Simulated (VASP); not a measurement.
Ni: single point with PBEsol+D3(BJ)

The system is Ni.

```
Ni
1.0
    -1.38372    1.38372    1.38372
     1.38372   -1.38372    1.38372
     1.38372    1.38372   -1.38372
Ni
1
Cartesian
  0.0000 0.0000 0.0000
```

```json
{
  "Program": "VASP 6.6.1",
  "Task": "single point",
  "Functional": "PBEsol",
  "Dispersion": "D3(BJ)",
  "Potentials or basis": "VASP PAW PBE potentials, release 64 (Ni)",
  "Cutoff": "520 eV",
  "k mesh": "15 × 15 × 15",
  "Occupations": "gaussian, width 0.1 eV",
  "Spin": "collinear spin, ferromagnetic start",
  "Starting moments": "[2.0] μB",
  "Dipole correction": "no",
  "Further INCAR settings": "ALGO = Normal; EDIFF = 1e-07; NBANDS = 15"
}
```

```json
{
 "Pressure": "-9.0 GPa",
 "Net moment": "0.54 μB per cell",
 "Site moments": "Ni +0.55 μB",
 "Valence electrons inside the program's atomic spheres": "Ni 9.37",
 "Dispersion energy per atom": "-0.429 eV"
}
```

Levels at points of the mesh, in eV from the Fermi level:
Spin up:
| k point | band 3 | band 4 | band 5 | band 6 | band 7 | band 8 |
| --- | --- | --- | --- | --- | --- | --- |
| (0.00, 0.00, 0.00) | -2.34 | -2.34 | -0.87 | -0.87 | 26.72 | 26.72 |
Spin down:
```csv
k point,band 1,band 2,band 3,band 4,band 5,band 6,band 7,band 8,band 9,band 10
"(0.00, 0.00, 0.00)",-9.10,-1.70,-1.70,-1.70,-0.38,-0.38,26.65,26.65,26.65,31.75
```

It took 35 s on 1 thread of Intel(R) Xeon(R) Platinum 8259CL CPU @ 2.50GHz (Skylake/Cascade Lake) (shared host), peak memory 0.15 GiB.

Caveat: three body term missing; the PAW data sets were made with another functional, which shifts forces and pressure a little; pairwise dispersion overbinds metals, which lowers pressure and volume.
